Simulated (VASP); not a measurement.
Write the native input for VASP 6.6.1 that does the following.

| Item | Value |
| --- | --- |
| Task | single point |
| Functional | LDA |
| Potentials or basis | VASP PAW PBE potentials, release 64 (Lu, Pd) |
| Cutoff | 520 eV |
| k mesh | 5 × 5 × 1 |
| Occupations | gaussian, width 0.01 eV |
| Spin | no spin polarisation |
| Dipole correction | yes |
| Further INCAR settings | ALGO = Normal; EDIFF = 1e-06; NBANDS = 62; NELMDL = -8 |

The structure of LuPd lies in POSCAR:

```
LuPd
1.0
    3.4150000000      0.0000000000      0.0000000000
    0.0000000000      3.4150000000      0.0000000000
    0.0000000000      0.0000000000     20.5375000000
Lu Pd
3 3
Direct
    0.0000000000      0.0000000000      0.2921485088
    0.0000000000      0.0000000000      0.4584297018
    0.0000000000      0.0000000000      0.6247108947
    0.5000000000      0.5000000000      0.3752891053
    0.5000000000      0.5000000000      0.5415702982
    0.5000000000      0.5000000000      0.7078514912
```

One way to write it, as run:

INCAR

```
ALGO     = Normal         # electronic algorithm
DIPOL    = 0.5 0.5 0.500
EDIFF    = 1E-6           # SCF threshold, eV
ENCUT    = 520            # plane-wave cutoff, eV
GGA      = CA             # functional
GGA_COMPAT= False        
IDIPOL   = 3            
ISIF     = 2              # what is computed and relaxed
ISMEAR   = 0              # smearing method
LASPH    = True           # aspherical terms in the spheres
LCHARG   = False          # write CHGCAR
LDIPOL   = True         
LREAL    = False          # projectors in reciprocal space
LWAVE    = False          # write WAVECAR
NBANDS   = 62             # bands
NELM     = 120            # most SCF steps
NELMDL   = -8           
PREC     = Accurate       # precision mode
SIGMA    = 0.01           # smearing width, eV
```

KPOINTS

```
k-points
0
Gamma
  5 5 1
```

Potentials or basis: VASP PAW PBE potentials, release 64 (Lu, Pd).

Command:

```bash
$ cat potpaw_PBE.64/Lu/POTCAR potpaw_PBE.64/Pd/POTCAR > POTCAR
$ mpirun -np 1 vasp_std > vasp.out
```

Results of the run:

- Largest force: 1.721 eV/Å
- Band gap on the k mesh: zero (an odd number of electrons rules out a gap without spin polarisation)

Caveat: the k points lie up to 0.37 Å⁻¹ apart, too coarse for converged energies and pressures of a metal; the PAW data sets were made with another functional, which shifts forces and pressure a little; spin-orbit coupling is left out, which moves the levels of the heavy elements.

Wall time 3.3 min on 1 thread of AMD EPYC 7R43 64-Core Processor (Zen 3) (shared host), peak memory 0.27 GiB.
